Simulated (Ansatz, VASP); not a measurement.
One calculation of Cu, two programs

The input INCAR:

```
SYSTEM = Cu
PREC = Accurate
ENCUT = 520
EDIFF = 1E-6
ISMEAR = -1
SIGMA = 0.05
LREAL = .FALSE.
LASPH = .TRUE.
NELM = 60
ALGO = Normal
ISIF = 2
LWAVE = .FALSE.
LCHARG = .FALSE.
GGA = CA
NBANDS = 30
```

KPOINTS

```
regular mesh
0
G
  12 12 4
  0 0 0
```

POSCAR

```
Cu
1.0
    2.4965603200      0.0000000000      0.0000000000
   -1.2482801600      2.1620846592      0.0000000000
    0.0000000000      0.0000000000      8.1501552425
Cu
4
Direct
    0.6666666667      0.3333333333      0.7500000000
    0.0000000000      0.0000000000      0.5000000000
    0.3333333333      0.6666666667      0.2500000000
    0.0000000000      0.0000000000      0.0000000000
```

input.yaml

```yaml
crystal:
  lattice:
    - [2.49656032, 0.0, 0.0]
    - [-1.24828016, 2.1620846592, 0.0]
    - [0.0, 0.0, 8.1501552425]
  atoms:
    - { symbol: Cu, position: [0.6666666667, 0.3333333333, 0.75] }
    - { symbol: Cu, position: [0.0, 0.0, 0.5] }
    - { symbol: Cu, position: [0.3333333333, 0.6666666667, 0.25] }
    - { symbol: Cu, position: [0.0, 0.0, 0.0] }
hamiltonian:
  xc: lda
  pseudopotentials: { kind: paw }
kpoints:
  mp_grid: { grid: [12, 12, 4] }
scf:
  occupations: { method: fermi_dirac, width: 0.05 }
output:
  forces: true
  stress: true
  eigenvalues: true
```

Alike in both runs: task single point; functional LDA; k mesh 12 × 12 × 4; occupations fermi-dirac, width 0.05 eV; no spin polarisation.

```csv
,VASP,Ansatz
version,VASP 6.6.1,Ansatz 0.2.0
potentials or method,"VASP PAW LDA potentials, release 64 (Cu)",Ansatz PAW
plane-wave cutoff (eV),520,420
valence electrons in the cell,44,76
```

```tsv
	VASP	Ansatz	Ansatz less VASP
gap on the k mesh at the Fermi level (eV)	none	none	-
pressure (GPa)	-0.2	-1.7	-1.53
traceless stress, the component that is largest in VASP (GPa)	-0.36	-0.33	+0.034
```

LDA's correlation is that of Perdew and Zunger in VASP and of Perdew and Wang (1992) in Ansatz. A gap of «none» marks a metal or a gap that the smearing closes. VASP's potentials hold 44 valence electrons a cell and Ansatz's 76, so a difference there can come from the potentials and not from the codes.
